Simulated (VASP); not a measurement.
# LiCl in VASP: a series of runs, part 2 of 2

VASP 6.6.1. Earlier steps stand in the parts before.

**5. Single point, PBE (strain -0.050 along x and y, +0.000 along z)**

Contents of INCAR:

```
SYSTEM = LiCl
  PREC = Accurate
  ENCUT = 520
  EDIFF = 1E-6
  ISMEAR = 0
  SIGMA = 0.05
  LREAL = .FALSE.
  LASPH = .TRUE.
  NELM = 80
  ALGO = Normal
  ISIF = 2
  LWAVE = .FALSE.
  LCHARG = .FALSE.
  GGA = PE
  NBANDS = 12
```

Contents of KPOINTS:

```
Automatic mesh
0
G
  8 8 8
  0 0 0
```

Contents of POSCAR:

```
LiCl
1.0
    0.0000000000      2.4365220000      2.5647600000
    2.4365220000      0.0000000000      2.5647600000
    2.4365220000      2.4365220000      0.0000000000
Li Cl
1 1
Direct
    0.0000000000      0.0000000000      0.0000000000
    0.5000000000      0.5000000000      0.5000000000
```

Potentials or basis: VASP PAW PBE potentials, release 64 (Li_sv, Cl).

Command:

```sh
> cat potpaw_PBE.64/Li_sv/POTCAR potpaw_PBE.64/Cl/POTCAR > POTCAR
> mpirun -np 1 vasp_std > vasp.out
```

OUTCAR:

```text
SYSTEM = LiCl
   PREC = Accurate
   ENCUT = 520
   EDIFF = 1E-6
   ISMEAR = 0
   LREAL = .FALSE.
   LASPH = .TRUE.
   NELM = 80
   ISIF = 2
   GGA = PE

 ion  position               nearest neighbor table
   1  0.000  0.000  0.000-   2 2.44   2 2.44   2 2.44   2 2.44   2 2.56   2 2.56
   2  0.500  0.500  0.500-   1 2.44   1 2.44   1 2.44   1 2.44   1 2.56   1 2.56

  LATTYP: Found a body centered tetragonal cell.
 ALAT       =     3.4457624574
 C/A-ratio  =     1.4886458551

  Lattice vectors:

 A1 = (  -2.4365220000,   0.0000000000,   2.5647600000)
 A2 = (   2.4365220000,   0.0000000000,   2.5647600000)
 A3 = (   0.0000000000,   2.4365220000,  -2.5647600000)

Analysis of symmetry for initial positions (statically):
=====================================================================
 Subroutine PRICEL returns:
 Original cell was already a primitive cell.

 Routine SETGRP: Setting up the symmetry group for a
 body centered tetragonal supercell.

 Subroutine GETGRP returns: Found 16 space group operations
 (whereof 16 operations were pure point group operations)
 out of a pool of 16 trial point group operations.

The static configuration has the point symmetry D_4h.

Analysis of symmetry for dynamics (positions and initial velocities):
=====================================================================
 Subroutine PRICEL returns:
 Original cell was already a primitive cell.

 Routine SETGRP: Setting up the symmetry group for a
 body centered tetragonal supercell.

 Subroutine GETGRP returns: Found 16 space group operations
 (whereof 16 operations were pure point group operations)
 out of a pool of 16 trial point group operations.

The dynamic configuration has the point symmetry D_4h.

 Subroutine INISYM returns: Found 16 space group operations
 (whereof 16 operations are pure point group operations),
 and found     1 'primitive' translations

----------------------------------------------------------------------------------------

                                     Primitive cell

  volume of cell :      30.4521

[... 120 lines left out ...]
 Gauss-broadening in eV      SIGMA  =   0.05
  energy-cutoff  :      520.00
  volume of cell :       30.45
 maximum number of plane-waves:       835
 NGX is ok and might be reduce to    28
   NGX = 13   NGY = 13   NGZ = 13

 number of electron      10.0000000 magnetization

 number of electron       9.9999996 magnetization

 Free energy of the ion-electron system (eV)
  ---------------------------------------------------
  ext. energy  EPLUGINS =         0.00000000
  ---------------------------------------------------
  free energy    TOTEN  =        -7.32816088 eV

  energy without entropy =       -7.32816088  energy(sigma->0) =       -7.32816088

 E-fermi :   1.8555     XC(G=0):  -9.1777

 val. band max:        1.4785470326   @ k =   0.0000   0.0000   0.0000
 cond. band min:       8.2412145004   @ k =   0.5000   0.0000   0.0000
 fundamental gap:      6.7626674678
 Fermi energy:         1.8554530048

 k-point     1 :       0.0000    0.0000    0.0000
  band No.  band energies     occupation
      1     -41.9638      2.00000
      2     -12.3924      2.00000
      3       1.3494      2.00000
      4       1.3494      2.00000
      5       1.4785      2.00000
      6       8.3707      0.00000
      7      13.1033      0.00000
      8      13.5867      0.00000
      9      13.5867      0.00000
     10      15.8361      0.00000
     11      15.8681      0.00000
     12      16.7240      0.00000
[... 331 lines left out ...]
 k-point    24 :       0.3750    0.0000    0.1250
  band No.  band energies     occupation
      1     -41.9598      2.00000
      2     -11.8004      2.00000
      3      -1.1519      2.00000
      4       0.8503      2.00000
      5       0.8830      2.00000
      6       9.3057      0.00000
      7      11.1404      0.00000
      8      12.1121      0.00000
      9      12.9607      0.00000
     10      16.0872      0.00000
     11      18.2353      0.00000
     12      19.2379      0.00000

 [... further k-points ...]

------------------------ aborting loop because EDIFF is reached ----------------------------------------

  FORCE on cell =-STRESS in cart. coord.  units (eV):
  Direction    XX          YY          ZZ          XY          YZ          ZX
  --------------------------------------------------------------------------------------
  -------------------------------------------------------------------------------------
  Total        1.0924614      1.0924614      0.5308839      0.0000000     -0.0000000      0.0000000
  in kB       57.4776893     57.4776893     27.9313996      0.0000000     -0.0000000      0.0000000
  external PRESSURE =      47.6289261 kB  Pullay stress =       0.0000000 kB

 VOLUME and BASIS-vectors are now :
 -----------------------------------------------------------------------------
  energy-cutoff  :      520.00
  volume of cell :       30.45
      direct lattice vectors                 reciprocal lattice vectors
     0.000000000  2.436522000  2.564760000    -0.205210542  0.205210542  0.194950015
     2.436522000  0.000000000  2.564760000     0.205210542 -0.205210542  0.194950015
     2.436522000  2.436522000  0.000000000     0.205210542  0.205210542 -0.194950015

 POSITION                                       TOTAL-FORCE (eV/Angst)
 -----------------------------------------------------------------------------------
      0.00000      0.00000      0.00000         0.000000     -0.000000      0.000000
      2.43652      2.43652      2.56476        -0.000000      0.000000     -0.000000
 -----------------------------------------------------------------------------------
    total drift:                                0.000000      0.000000      0.000000

  FREE ENERGIE OF THE ION-ELECTRON SYSTEM (eV)
  ---------------------------------------------------
  free  energy   TOTEN  =        -7.3281608798 eV

  energy  without entropy=       -7.3281608798  energy(sigma->0) =       -7.32816088
```

stdout:

```text
POSCAR found type information on POSCAR LiCl
 POSCAR found :  2 types and       2 ions
 scaLAPACK will be used
 LDA part: xc-table for (Slater+PW92), standard interpolation
 POSCAR, INCAR and KPOINTS ok, starting setup
 FFT: planning ... GRIDC
 FFT: planning ... GRID_SOFT
 FFT: planning ... GRID
 WAVECAR not read
 entering main loop
```

Wall time 32 s (1 thread of Intel Xeon Platinum 8259CL at 2.50GHz (Skylake/Cascade Lake), shared host); peak memory 0.15 GiB.

Results:

```yaml
Free_energy: -7.3282 eV
Band_gap_on_the_k_mesh: 6.76 eV (least direct gap 6.89 eV)
```

Caveat: the cell differs from its parent crystal (strain -0.050 along x and y, +0.000 along z); the cutoff is under 1.25 times the usual one of these potentials, so pressure, stress and relaxed cells hold a basis-set (Pulay) error. A k mesh can miss the band edges.

**6. The runs side by side**

| cell | gap on the mesh (eV) |
| --- | --- |
| a = 3.718 Å, angles 60.0°, 2 atoms | 5.94 |
| a = 3.808 Å, angles 60.0°, 2 atoms | 5.59 |
| a = 3.491, b = 3.491, c = 3.446 Å, angles 60.4, 60.4, 59.1°, 2 atoms | 6.83 |
| a = 3.538, b = 3.538, c = 3.446 Å, angles 60.9, 60.9, 58.3°, 2 atoms | 6.76 |

Alike in all rows: task single point; level PBE; potentials or basis VASP PAW PBE potentials, release 64 (Li_sv, Cl); no spin polarisation; k mesh 8 × 8 × 8; cutoff (eV) 520; smearing gaussian 0.05 eV.

Caveats: the cutoff is under 1.25 times the usual one of these potentials, so pressure, stress and relaxed cells hold a basis-set (Pulay) error.

Absolute energies hang on the potentials; compare differences alone.
